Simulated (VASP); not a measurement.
A run of VASP 6.6.1 is set up as follows.

The input INCAR:

```
SYSTEM = Rb3Sc2N3
PREC = Accurate
ENCUT = 520
EDIFF = 1E-7
ISMEAR = 0
SIGMA = 0.15
LREAL = .FALSE.
LASPH = .TRUE.
NELM = 100
ALGO = Normal
ISIF = 2
LWAVE = .FALSE.
LCHARG = .FALSE.
GGA = PE
NBANDS = 42
```

Contents of KPOINTS:

```
regular mesh
0
G
  2 2 2
  0 0 0
```

The input POSCAR:

```
Rb3Sc2N3
1.0
    5.1103404349      0.0000000000      0.0000000000
    0.0000000000      5.1103404349      0.0000000000
    0.0000000000      0.0000000000      7.8436186819
Rb Sc N
3 2 3
Direct
    0.0000000000      0.5000000000      0.2540587346
    0.5000000000      0.0000000000      0.2540587346
    0.5000000000      0.5000000000      0.5281981694
    0.0000000000      0.5000000000      0.8372101156
    0.5000000000      0.0000000000      0.8372101156
    0.0000000000      0.5000000000      0.6049650829
    0.5000000000      0.0000000000      0.6049650829
    0.5000000000      0.5000000000      0.9401549144
```

Potentials or basis: VASP PAW PBE potentials, release 64 (Rb_sv, Sc_sv, N).

The run is started by

```sh
$ cat potpaw_PBE.64/Rb_sv/POTCAR potpaw_PBE.64/Sc_sv/POTCAR potpaw_PBE.64/N/POTCAR > POTCAR
$ mpirun -np 1 vasp_std > vasp.out
```

Task: What does it give for the largest force?

Result: 0.187 eV/Å.

Task: What does it give for the band gap on the k mesh?

Result: Zero (bands 32 and 33 overlap by 0.02 eV).

Forces in eV/Å, atoms in the order of the input:
```
Rb   0.000  0.000 -0.019
Rb   0.000  0.000 -0.019
Rb   0.000  0.000 -0.013
Sc   0.000  0.000  0.187
Sc   0.000  0.000  0.187
N    0.000  0.000 -0.153
N    0.000  0.000 -0.153
N    0.000  0.000 -0.017
```

Caveat: the k points lie up to 0.61 Å⁻¹ apart; semilocal functionals underestimate gaps, and a narrow one can read as zero.
